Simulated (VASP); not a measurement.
# SnSe: single point with PBE

SnSe, a slab with vacuum:

```
Sn Se
1.0
     4.19000    0.00000    0.00000
     0.00000    4.46000    0.00000
     0.00000    0.00000   16.05448
Sn Se
2 2
Direct
  0.25000 0.10300 0.59513
  0.75000 0.60300 0.40487
  0.75000 0.52100 0.57567
  0.25000 0.02100 0.42433
```

- Program: VASP 6.6.1
- Task: single point
- Functional: PBE
- Potentials or basis: VASP PAW PBE potentials, release 64 (Sn_d, Se)
- Cutoff: 520 eV
- k mesh: 16 × 16 × 1
- Occupations: gaussian, width 0.05 eV
- Spin: no spin polarisation

```yaml
Largest_force: 0.221 eV/Å
Band_gap_on_the_k_mesh: 1.20 eV (least direct gap 1.29 eV)
```

Forces on the atoms (eV/Å):
```
Sn   0.000 -0.108 -0.192
Sn   0.000 -0.108  0.192
Se   0.000  0.108 -0.056
Se   0.000  0.108  0.056
```

Levels at points of the mesh, in eV from the valence-band top:
```tsv
k point	band 16	band 17	band 18	band 19	band 20	band 21	band 22	band 23	band 24	band 25
(0.00, 0.00, 0.00)	-2.97	-2.82	-1.66	-1.63	-0.13	1.22	3.14	3.49	3.70	4.28
(0.50, 0.00, 0.00)	-2.37	-1.71	-1.71	-0.66	-0.66	1.47	1.47	2.37	2.37	3.02
(0.00, 0.50, 0.00)	-2.25	-1.67	-1.67	-0.36	-0.36	1.63	1.63	2.66	2.66	3.00
(0.50, 0.50, 0.00)	-4.24	-3.22	-3.22	-1.52	-1.52	3.04	3.04	4.55	4.55	4.77
```

Run time: 15 min on 1 thread of Intel Xeon 8259CL, with other jobs on the host, peak memory 0.76 GiB.

Caveat: there is no dipole correction, which matters where the two faces differ; spin-orbit coupling is left out, which moves the levels of the heavy elements.
